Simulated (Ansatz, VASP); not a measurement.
MnSi in VASP and in Ansatz

INCAR

```
ALGO = Normal ; EDIFF = 1E-7
ENCUT = 520 ; GGA = PE
ISIF = 2 ; ISMEAR = -1
ISPIN = 2 ; LASPH = T
LCHARG = F ; LMAXMIX = 4
LORBIT = 11 ; LREAL = F
LWAVE = F ; MAGMOM = 4 0
NBANDS = 20 ; NELM = 150
PREC = Accurate ; SIGMA = 0.05
```

The input KPOINTS:

```
k-points
0
Gamma
  9 9 9
```

The input POSCAR:

```
MnSi
1.0
    3.0094655568      0.0000000000      0.0000000000
    0.0000000000      3.0094655568      0.0000000000
    0.0000000000      0.0000000000      3.0094655568
Mn Si
1 1
Direct
    0.0000000000      0.0000000000      0.0000000000
    0.5000000000      0.5000000000      0.5000000000
```

input.yaml

```yaml
crystal:
  lattice:
    - [3.0094655568, 0.0, 0.0]
    - [0.0, 3.0094655568, 0.0]
    - [0.0, 0.0, 3.0094655568]
  atoms:
    - { symbol: Mn, position: [0.0, 0.0, 0.0], spin: 4.0 }
    - { symbol: Si, position: [0.5, 0.5, 0.5] }
kpoints:
  mp_grid: { grid: [9, 9, 9] }
scf:
  occupations: { method: fermi_dirac, width: 0.05 }
hamiltonian:
  xc: pbe
  pseudopotentials: { kind: all_electron, lapw: { basis_error: 0.0005 } }
magnetization:
  spin_polarized: true
output:
  forces: true
  stress: true
  eigenvalues: true
```

Change from the starting cell: volume scaled by 0.94.

Alike in both runs: task single point; functional PBE; k mesh 9 × 9 × 9; occupations fermi-dirac, width 0.05 eV; collinear spin.

```csv
,VASP,Ansatz
version,VASP 6.6.1,Ansatz 0.2.0
potentials or method,"VASP PAW PBE potentials, release 64 (Mn_pv, Si), cutoff 520 eV","all-electron LAPW, scalar-relativistic"
```

Ansatz gave:

| Property | Result |
| --- | --- |
| gap on the k mesh at the Fermi level (eV) | none |
| pressure (GPa) | -27.7 |
| net moment per atom (μB) | 0.44 |
| size of the moment on the site where the two differ most (μB) | 1.01 |

Q: Estimate VASP's values.

A: gap on the k mesh at the Fermi level (eV): none; pressure (GPa): -27.8; net moment per atom (μB): 0.44; size of the moment on the site where the two differ most (μB): 0.98.

Site moments also hang on the region over which each program counts them. A gap of «none» marks a metal or a gap that the smearing closes. Ansatz ran all-electron here, and VASP with PAW potentials.
